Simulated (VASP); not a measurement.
Here is a VASP 6.6.1 calculation.

Contents of INCAR:

```
PREC = Accurate
ENCUT = 500
EDIFF = 1E-7
ISMEAR = 1
SIGMA = 0.1
LREAL = False
LASPH = True
NELM = 120
ALGO = Normal
ISIF = 3
LWAVE = False
LCHARG = False
GGA = PE
IBRION = 2
NSW = 80
EDIFFG = -0.005
GGA_COMPAT = False
NELMIN = 4
```

KPOINTS

```
Automatic mesh
0
Gamma
  17 17 17
```

POSCAR

```
Mo
1.0
   -1.5838090000      1.5838090000      1.5838090000
    1.5838090000     -1.5838090000      1.5838090000
    1.5838090000      1.5838090000     -1.5838090000
Mo
1
Direct
    0.0000000000      0.0000000000      0.0000000000
```

Potentials or basis: VASP PAW PBE potentials, release 64 (Mo_sv).

Run with:

```bash
$ cat potpaw_PBE.64/Mo_sv/POTCAR > POTCAR
$ mpirun -np 1 vasp_std > vasp.out
```

Predict the relaxed cell.

a = 2.739 Å, b = 2.739 Å, c = 2.739 Å, α = 109.47°, β = 109.47°, γ = 109.47°.

What does it give for the band gap on the k mesh?

Zero (band 7 reaches 16.07 eV, above the bottom of band 8 at 11.05 eV).

Predict the space group after relaxing (to 0.05 Å).

Im-3m (No. 229).

Estimate the relaxed volume.

15.83 Å³/atom.

Final structure:
```xyz
1
Lattice="-1.5816 1.5816 1.5816 1.5816 -1.5816 1.5816 1.5816 1.5816 -1.5816" Properties=species:S:1:pos:R:3 pbc="T T T"
Mo    0.0000    0.0000    0.0000
```
